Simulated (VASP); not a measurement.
# Mg (Im-3m) in VASP: notebook

Runs on Mg. Level: r2SCAN. Tasks: single point, relaxation of cell and atoms.

Everything below comes from runs of VASP 6.6.1. Logs are shortened: lines on timing, memory, paths and dates and some standing lists are left out, and cuts for length are marked.

### 1 The cell of the first run

Symmetry: Im-3m, No. 229, cubic system. Conventional cell: a = 3.555 Å, b = 3.555 Å, c = 3.555 Å, α = 90.00°, β = 90.00°, γ = 90.00°. Mg (site symmetry m-3m) has 14 Mg at 3.08 to 3.55 Å within 4.1 Å.

This isn't the form of Mg at room conditions, which is hcp.

### 2 Single point, r2SCAN

POSCAR

```
Mg
1.0
   -1.7773617138      1.7773617138      1.7773617138
    1.7773617138     -1.7773617138      1.7773617138
    1.7773617138      1.7773617138     -1.7773617138
Mg
1
Direct
    0.0000000000      0.0000000000      0.0000000000
```

INCAR.step1

```
SYSTEM = Mg
ALGO     = Normal         ! electronic algorithm
EDIFF    = 1E-5           ! SCF threshold, eV
ENCUT    = 660            ! plane-wave cutoff, eV
GGA      = PE             ! functional
GGA_COMPAT= .FALSE.      
ISMEAR   = -1             ! smearing method
LASPH    = .TRUE.         ! aspherical terms in the spheres
LCHARG   = .FALSE.        ! write CHGCAR
LREAL    = .FALSE.        ! projectors in reciprocal space
LWAVE    = .TRUE.         ! write WAVECAR
NBANDS   = 7              ! bands
NELM     = 120            ! most SCF steps
PREC     = Accurate       ! precision mode
SIGMA    = 0.1            ! smearing width, eV
```

INCAR.step2

```
SYSTEM = Mg
ALGO     = Normal         ! electronic algorithm
EDIFF    = 1E-6           ! SCF threshold, eV
ENCUT    = 660            ! plane-wave cutoff, eV
GGA_COMPAT= .FALSE.      
ISIF     = 2              ! what is computed and relaxed
ISMEAR   = -1             ! smearing method
ISTART   = 1            
LASPH    = .TRUE.         ! aspherical terms in the spheres
LCHARG   = .FALSE.        ! write CHGCAR
LMIXTAU  = .TRUE.       
LREAL    = .FALSE.        ! projectors in reciprocal space
LWAVE    = .FALSE.        ! write WAVECAR
METAGGA  = R2SCAN         ! meta-GGA
NBANDS   = 7              ! bands
NELM     = 120            ! most SCF steps
PREC     = Accurate       ! precision mode
SIGMA    = 0.1            ! smearing width, eV
```

KPOINTS

```
k-points
0
G
  7 7 7
  0 0 0
```

Potentials or basis: VASP PAW PBE potentials, release 64 (Mg).

Started as:

```bash
cat potpaw_PBE.64/Mg/POTCAR > POTCAR
cp INCAR.step1 INCAR
mpirun -np 1 vasp_std > vasp.out
cp INCAR.step2 INCAR
mpirun -np 1 vasp_std > vasp.out
```

OUTCAR:

```text
SYSTEM = Mg
   EDIFF = 1E-6
   ENCUT = 660
   ISIF = 2
   ISMEAR = -1
   ISTART = 1
   LASPH = .TRUE.
   LREAL = .FALSE.
   METAGGA = R2SCAN
   NELM = 120
   PREC = Accurate

 ion  position               nearest neighbor table
   1  0.000  0.000  0.000-

  LATTYP: Found a body centered cubic cell.
 ALAT       =     3.5547234276

  Lattice vectors:

 A1 = (  -1.7773617138,   1.7773617138,   1.7773617138)
 A2 = (   1.7773617138,  -1.7773617138,   1.7773617138)
 A3 = (   1.7773617138,   1.7773617138,  -1.7773617138)

Analysis of symmetry for initial positions (statically):
=====================================================================
 Subroutine PRICEL returns:
 Original cell was already a primitive cell.

 Routine SETGRP: Setting up the symmetry group for a
 body centered cubic supercell.

 Subroutine GETGRP returns: Found 48 space group operations
 (whereof 48 operations were pure point group operations)
 out of a pool of 48 trial point group operations.

The static configuration has the point symmetry O_h .

Analysis of symmetry for dynamics (positions and initial velocities):
=====================================================================
 Subroutine PRICEL returns:
 Original cell was already a primitive cell.

 Routine SETGRP: Setting up the symmetry group for a
 body centered cubic supercell.

 Subroutine GETGRP returns: Found 48 space group operations
 (whereof 48 operations were pure point group operations)
 out of a pool of 48 trial point group operations.

The dynamic configuration has the point symmetry O_h .

 Subroutine INISYM returns: Found 48 space group operations
 (whereof 48 operations are pure point group operations),
 and found     1 'primitive' translations

----------------------------------------------------------------------------------------

                                     Primitive cell

  volume of cell :      22.4588

  direct lattice vectors                    reciprocal lattice vectors
    -1.777361714  1.777361714  1.777361714     0.000000000  0.281315838  0.281315838
     1.777361714 -1.777361714  1.777361714     0.281315838  0.000000000  0.281315838
     1.777361714  1.777361714 -1.777361714     0.281315838  0.281315838  0.000000000

  length of vectors
     3.078480792  3.078480792  3.078480792     0.397840673  0.397840673  0.397840673

  position of ions in fractional coordinates (direct lattice)
     0.000000000  0.000000000  0.000000000

  ion indices of the primitive-cell ions
   primitive index   ion index
                 1           1

----------------------------------------------------------------------------------------

 KPOINTS: k-points

Automatic generation of k-mesh.
 Grid dimensions read from file:
 generate k-points for:    7    7    7

 Generating k-lattice:

  Cartesian coordinates                     Fractional coordinates (reciprocal lattice)
     0.000000000  0.040187977  0.040187977     0.142857143  0.000000000  0.000000000
     0.040187977  0.000000000  0.040187977     0.000000000  0.142857143  0.000000000
     0.040187977  0.040187977  0.000000000     0.000000000  0.000000000  0.142857143

  Length of vectors
     0.056834382  0.056834382  0.056834382

  Shift w.r.t. Gamma in fractional coordinates (k-lattice)
     0.000000000  0.000000000  0.000000000

 Subroutine IBZKPT returns following result:
 ===========================================

 Found     20 irreducible k-points:

 Following reciprocal coordinates:
            Coordinates               Weight
  0.000000  0.000000  0.000000      1.000000
  0.142857  0.000000  0.000000     12.000000
  0.285714  0.000000  0.000000     12.000000
  0.428571  0.000000  0.000000     12.000000
  0.142857  0.142857  0.000000     24.000000
  0.285714  0.142857 -0.000000     48.000000
[... 12 lines left out ...]
 -0.428571 -0.428571  0.285714      8.000000
 -0.428571  0.428571  0.428571      6.000000
   k-points           NKPTS =     20   k-points in BZ     NKDIM =     20   number of bands    NBANDS=      7
   number of dos      NEDOS =    301   number of ions     NIONS =      1
   total plane-waves  NPLWV =  21952
   dimension x,y,z NGX =    28 NGY =   28 NGZ =   28
   dimension x,y,z NGXF=    56 NGYF=   56 NGZF=   56
   ions per type =               1
   NGX,Y,Z   is equivalent  to a cutoff of  15.12, 15.12, 15.12 a.u.
   NGXF,Y,Z  is equivalent  to a cutoff of  30.24, 30.24, 30.24 a.u.
 SYSTEM =  Mg
   PREC   = accura    normal or accurate (medium, high low for compatibility)
   ISTART =      1    job   : 0-new  1-cont  2-samecut
   ICHARG =      0    charge: 1-file 2-atom 10-const
   ISPIN  =      1    spin polarized calculation?
   LNONCOLLINEAR =      F non collinear calculations
   LSORBIT =      F    spin-orbit coupling
   LASPH  =      T    aspherical Exc in radial PAW
   ENCUT  =  660.0 eV  48.51 Ry    6.96 a.u.   6.45  6.45  6.45*2*pi/ulx,y,z
   NELM   =    120;   NELMIN=  2; NELMDL=  0     # of ELM steps
   EDIFF  = 0.1E-05   stopping-criterion for ELM
   LREAL  =      F    real-space projection
   EDIFFG = 0.1E-04   stopping-criterion for IOM
   NSW    =      0    number of steps for IOM
   IBRION =     -1    ionic relax: 0-MD 1-quasi-New 2-CG
   NFREE  =      0    steps in history (QN), initial steepest desc. (CG)
   ISIF   =      2    stress and relaxation
   ISYM   =      2    0-nonsym 1-usesym 2-fastsym
   POTIM  = 0.5000    time-step for ionic-motion
   TEBEG  =    0.0;   TEEND  =   0.0 temperature during run
   PSTRESS=    0.0 pullay stress
   NELECT =       2.0000    total number of electrons
   NUPDOWN=      -1.0000    fix difference up-down
   EMIN   =  10.00;   EMAX   =-10.00  energy-range for DOS
   EFERMI =   0.00;   METHOD = LEGACY
   ISMEAR =    -1;   SIGMA  =   0.10  broadening in eV -4-tet -1-fermi 0-gaus
   EFERMI_NEDOS =   21; number of points for ismear=-14 and -15
   IALGO  =     38    algorithm
   IMIX   =      4    mixing-type and parameters
     AMIX     =   0.40;   BMIX     =  1.00
     AMIX_MAG =   1.60;   BMIX_MAG =  1.00
  volume/ion in A,a.u.               =      22.46       151.56
  Fermi-wavevector in a.u.,A,eV,Ry     =   0.731064  1.381512  7.271705  0.534455
  Thomas-Fermi vector in A             =   1.823189
   LORBIT       =      0    0 simple, 1 ext, 2 COOP (PROOUT), +10 PAW based schemes
   METAGGA = R2SCAN    functional components
   LHFCALC =     F    Hartree Fock is set to
   AEXX    =    0.0000 exact exchange contribution
   IVDW    =     0    specifies the selected vdW correction
   LEPSILON=     F    determine dielectric tensor
   LRPA    =     F    only Hartree local field effects (RPA)
 non-spin polarized calculation
  energy-cutoff  :      660.00
  volume of cell :       22.46
 maximum number of plane-waves:       887
 NGX is ok and might be reduce to    28
   NGX = 13   NGY = 13   NGZ = 13

 number of electron       2.0000000 magnetization

 Free energy of the ion-electron system (eV)
  ---------------------------------------------------
  ext. energy  EPLUGINS =         0.00000000
  ---------------------------------------------------
  free energy    TOTEN  =        -4.15543692 eV

  energy without entropy =       -4.15001039  energy(sigma->0) =       -4.15272365

 E-fermi :   2.6507     XC(G=0):  -9.1100

 val. band max:        2.3817279706   @ k =  -0.4286  -0.4286   0.1429
 cond. band min:       3.2045416703   @ k =  -0.4286  -0.4286   0.1429
 fundamental gap:      0.8228136997
 Fermi energy:         2.6506547214

 k-point     1 :       0.0000    0.0000    0.0000
  band No.  band energies     occupation
      1      -4.7184      2.00000
      2      16.8360      0.00000
      3      16.8360      0.00000
      4      16.8360      0.00000
      5      19.0154      0.00000
      6      19.0154      0.00000
      7      19.4822      0.00000

 k-point     2 :       0.1429    0.0000    0.0000
  band No.  band energies     occupation
      1      -4.2007      2.00000
      2      12.7414      0.00000
      3      15.0446      0.00000
      4      15.3929      0.00000
      5      16.6696      0.00000
      6      17.5517      0.00000
      7      19.9409      0.00000

 k-point     3 :       0.2857    0.0000    0.0000
  band No.  band energies     occupation
      1      -2.6642      2.00000
      2       7.6679      0.00000
      3      13.1404      0.00000
      4      13.9001      0.00000
      5      14.8580      0.00000
      6      16.3467      0.00000
      7      21.2950      0.00000

 k-point     4 :       0.4286    0.0000    0.0000
  band No.  band energies     occupation
      1      -0.1726      2.00000
      2       3.3843      0.00130
      3      12.1481      0.00000
      4      13.1339      0.00000
      5      13.9528      0.00000
      6      15.5422      0.00000
      7      22.9945      0.00000

 k-point     5 :       0.1429    0.1429    0.0000
  band No.  band energies     occupation
      1      -3.1736      2.00000
      2      10.0585      0.00000
      3      10.9156      0.00000
      4      13.9667      0.00000
      5      16.8587      0.00000
      6      17.9258      0.00000
      7      20.7740      0.00000
[... 121 lines left out ...]
 k-point    18 :      -0.4286    0.4286    0.2857
  band No.  band energies     occupation
      1       1.7831      1.99966
      2       5.2333      0.00000
      3       8.0912      0.00000
      4       9.4501      0.00000
      5      12.5308      0.00000
      6      16.0822      0.00000
      7      20.8820      0.00000

 k-point    19 :      -0.4286   -0.4286    0.2857
  band No.  band energies     occupation
      1       4.3037      0.00000
      2       4.3037      0.00000
      3       5.7646      0.00000
      4      11.0789      0.00000
      5      11.0789      0.00000
      6      13.9644      0.00000
      7      21.3862      0.00000

 k-point    20 :      -0.4286    0.4286    0.4286
  band No.  band energies     occupation
      1       4.1509      0.00000
      2       7.1988      0.00000
      3       7.1988      0.00000
      4       7.2024      0.00000
      5       9.3057      0.00000
      6      12.7136      0.00000
      7      25.7594      0.00000

------------------------ aborting loop because EDIFF is reached ----------------------------------------

  FORCE on cell =-STRESS in cart. coord.  units (eV):
  Direction    XX          YY          ZZ          XY          YZ          ZX
  --------------------------------------------------------------------------------------
  -------------------------------------------------------------------------------------
  Total       -0.0349334     -0.0349334     -0.0349334      0.0000000      0.0000000      0.0000000
  in kB       -2.4920946     -2.4920946     -2.4920946      0.0000000      0.0000000      0.0000000
  external PRESSURE =      -2.4920946 kB  Pullay stress =       0.0000000 kB

 VOLUME and BASIS-vectors are now :
 -----------------------------------------------------------------------------
  energy-cutoff  :      660.00
  volume of cell :       22.46
      direct lattice vectors                 reciprocal lattice vectors
    -1.777361714  1.777361714  1.777361714     0.000000000  0.281315838  0.281315838
     1.777361714 -1.777361714  1.777361714     0.281315838  0.000000000  0.281315838
     1.777361714  1.777361714 -1.777361714     0.281315838  0.281315838  0.000000000

 POSITION                                       TOTAL-FORCE (eV/Angst)
 -----------------------------------------------------------------------------------
      0.00000      0.00000      0.00000        -0.000000      0.000000      0.000000
 -----------------------------------------------------------------------------------
    total drift:                               -0.000000     -0.000000     -0.000000

  FREE ENERGIE OF THE ION-ELECTRON SYSTEM (eV)
  ---------------------------------------------------
  free  energy   TOTEN  =        -4.1554369206 eV

  energy  without entropy=       -4.1500103850  energy(sigma->0) =       -4.15272365
```

Run time: 30 s. Hardware: 1 thread of Intel Xeon 8259CL, shared host; peak memory 0.16 GiB.

Results:

```yaml
Free_energy: -4.1554 eV
Pressure: -0.2 GPa
Band_gap_on_the_k_mesh: zero (bands 1 and 2 overlap by 2.02 eV)
```

Levels at points of the mesh, in eV from the Fermi level:
| k point | band 1 | band 2 | band 3 | band 4 |
| --- | --- | --- | --- | --- |
| (0.00, 0.00, 0.00) | -7.37 | 14.19 | 14.19 | 14.19 |

Caveat: the PAW data sets were made with another functional, which shifts forces and pressure a little.

### 3 Relaxation of cell and atoms, r2SCAN

This run uses another cell than the first one, of 23.33 Å³/atom.

POSCAR

```
Mg
1.0
   -1.8000000000      1.8000000000      1.8000000000
    1.8000000000     -1.8000000000      1.8000000000
    1.8000000000      1.8000000000     -1.8000000000
Mg
1
Direct
    0.0000000000      0.0000000000      0.0000000000
```

INCAR.step1, as its differences from that of step 2:

```diff
@@ -3,2 +3,3 @@
 EDIFF    = 1E-5           ! SCF threshold, eV
+EDIFFG   = -0.005         ! ionic threshold
 ENCUT    = 660            ! plane-wave cutoff, eV
@@ -6,2 +7,4 @@
 GGA_COMPAT= .FALSE.      
+IBRION   = 2              ! ionic algorithm
+ISIF     = 3              ! what is computed and relaxed
 ISMEAR   = -1             ! smearing method
@@ -11,4 +14,5 @@
 LWAVE    = .TRUE.         ! write WAVECAR
-NBANDS   = 7              ! bands
 NELM     = 120            ! most SCF steps
+NELMIN   = 4            
+NSW      = 100            ! ionic steps
 PREC     = Accurate       ! precision mode
```

INCAR.step2

```
SYSTEM = Mg
ALGO     = Normal         ! electronic algorithm
EDIFF    = 1E-7           ! SCF threshold, eV
EDIFFG   = -0.02          ! ionic threshold
ENCUT    = 660            ! plane-wave cutoff, eV
GGA_COMPAT= .FALSE.      
IBRION   = 2              ! ionic algorithm
ISIF     = 3              ! what is computed and relaxed
ISMEAR   = -1             ! smearing method
ISTART   = 1            
LASPH    = .TRUE.         ! aspherical terms in the spheres
LCHARG   = .FALSE.        ! write CHGCAR
LMIXTAU  = .TRUE.       
LREAL    = .FALSE.        ! projectors in reciprocal space
LWAVE    = .FALSE.        ! write WAVECAR
METAGGA  = R2SCAN         ! meta-GGA
NELM     = 120            ! most SCF steps
NELMIN   = 4            
NSW      = 80             ! ionic steps
PREC     = Accurate       ! precision mode
SIGMA    = 0.1            ! smearing width, eV
```

KPOINTS is that of step 2.

Potentials or basis: VASP PAW PBE potentials, release 64 (Mg).

Started as:

```bash
cat potpaw_PBE.64/Mg/POTCAR > POTCAR
cp INCAR.step1 INCAR
mpirun -np 1 vasp_std > vasp.out
cp INCAR.step2 INCAR
mpirun -np 1 vasp_std > vasp.out
```

OUTCAR:

```text
SYSTEM = Mg
   EDIFF = 1E-7
   EDIFFG = -0.02
   ENCUT = 660
   IBRION = 2
   ISIF = 3
   ISMEAR = -1
   ISTART = 1
   LASPH = .TRUE.
   LREAL = .FALSE.
   METAGGA = R2SCAN
   NELM = 120
   NELMIN = 4
   NSW = 80
   PREC = Accurate

 ion  position               nearest neighbor table
   1  0.000  0.000  0.000-

  LATTYP: Found a body centered cubic cell.
 ALAT       =     3.6000000000

  Lattice vectors:

 A1 = (  -1.8000000000,   1.8000000000,   1.8000000000)
 A2 = (   1.8000000000,  -1.8000000000,   1.8000000000)
 A3 = (   1.8000000000,   1.8000000000,  -1.8000000000)

Analysis of symmetry for initial positions (statically):
=====================================================================
 Subroutine PRICEL returns:
 Original cell was already a primitive cell.

 Routine SETGRP: Setting up the symmetry group for a
 body centered cubic supercell.

 Subroutine GETGRP returns: Found 48 space group operations
 (whereof 48 operations were pure point group operations)
 out of a pool of 48 trial point group operations.

The static configuration has the point symmetry O_h .

[... 139 lines left out ...]
  volume of cell :       23.33
 maximum number of plane-waves:       935
 NGX is ok and might be reduce to    28
   NGX = 13   NGY = 13   NGZ = 13

--------------------------------------- Ionic step        1  -------------------------------------------

 number of electron       2.0000000 magnetization

 Free energy of the ion-electron system (eV)
  ---------------------------------------------------
  ext. energy  EPLUGINS =         0.00000000
  ---------------------------------------------------
  free energy    TOTEN  =        -4.15019216 eV

  energy without entropy =       -4.14461925  energy(sigma->0) =       -4.14740570

------------------------ aborting loop because EDIFF is reached ----------------------------------------

  FORCE on cell =-STRESS in cart. coord.  units (eV):
  Direction    XX          YY          ZZ          XY          YZ          ZX
  --------------------------------------------------------------------------------------
  -------------------------------------------------------------------------------------
  Total       -0.2378225     -0.2378225     -0.2378225      0.0000000      0.0000000     -0.0000000
  in kB      -16.3337568    -16.3337568    -16.3337568      0.0000000      0.0000000     -0.0000000
  external PRESSURE =     -16.3337568 kB  Pullay stress =       0.0000000 kB
[... 57 lines left out ...]
--------------------------------------- Ionic step        3  -------------------------------------------

 number of electron       2.0000000 magnetization

 Free energy of the ion-electron system (eV)
  ---------------------------------------------------
  ext. energy  EPLUGINS =         0.00000000
  ---------------------------------------------------
  free energy    TOTEN  =        -4.15556193 eV

  energy without entropy =       -4.15015175  energy(sigma->0) =       -4.15285684

 E-fermi :   2.6794     XC(G=0):  -9.1294

 val. band max:        2.4082117153   @ k =  -0.4286  -0.4286   0.1429
 cond. band min:       3.2394625048   @ k =  -0.4286  -0.4286   0.1429
 fundamental gap:      0.8312507895
 Fermi energy:         2.6793772174

 k-point     1 :       0.0000    0.0000    0.0000
  band No.  band energies     occupation
      1      -4.7137      2.00000
      2      16.9089      0.00000
      3      16.9089      0.00000
      4      16.9089      0.00000
      5      19.0947      0.00000
[... 178 lines left out ...]
  FREE ENERGIE OF THE ION-ELECTRON SYSTEM (eV)
  ---------------------------------------------------
  free  energy   TOTEN  =        -4.1555619282 eV

  energy  without entropy=       -4.1501517520  energy(sigma->0) =       -4.15285684

 reached required accuracy - stopping structural energy minimisation
```

Run time: 57 s. Hardware: 1 thread of Intel Xeon 8259CL, shared host; peak memory 0.17 GiB.

What came out:

| Quantity | Value |
| --- | --- |
| Free energy | -4.1556 eV |
| Relaxed volume | 22.33 Å³/atom |
| Relaxed cell | a = 3.072 Å, b = 3.072 Å, c = 3.072 Å, α = 109.47°, β = 109.47°, γ = 109.47° |
| Space group after relaxing (to 0.1 Å) | Im-3m (No. 229) |
| Energy gained by relaxing | 5.4 meV/atom |
| Ionic steps | 3 |
| Pressure after relaxing | 0.0 GPa |
| Band gap on the k mesh | zero (bands 1 and 2 overlap by 2.02 eV) |

The path:
```tsv
step	energy change (eV)	largest force (eV/Å)	pressure (GPa)	volume (Å³)
1	0.0000	0.0000	-1.63	23.33
2	-0.0051	0.0000	-0.38	22.53
3	-0.0054	0.0000	-0.02	22.33
```

Final structure:
```yaml
crystal:
  lattice:
    - [-1.77387, 1.77387, 1.77387]
    - [1.77387, -1.77387, 1.77387]
    - [1.77387, 1.77387, -1.77387]
  atoms:
    - { symbol: Mg, position: [0.00000, 0.00000, 0.00000] }
```

Caveat: the PAW data sets were made with another functional, which shifts forces and pressure a little.

The gap in the log of VASP goes by the Fermi energy; the results here count the filled bands.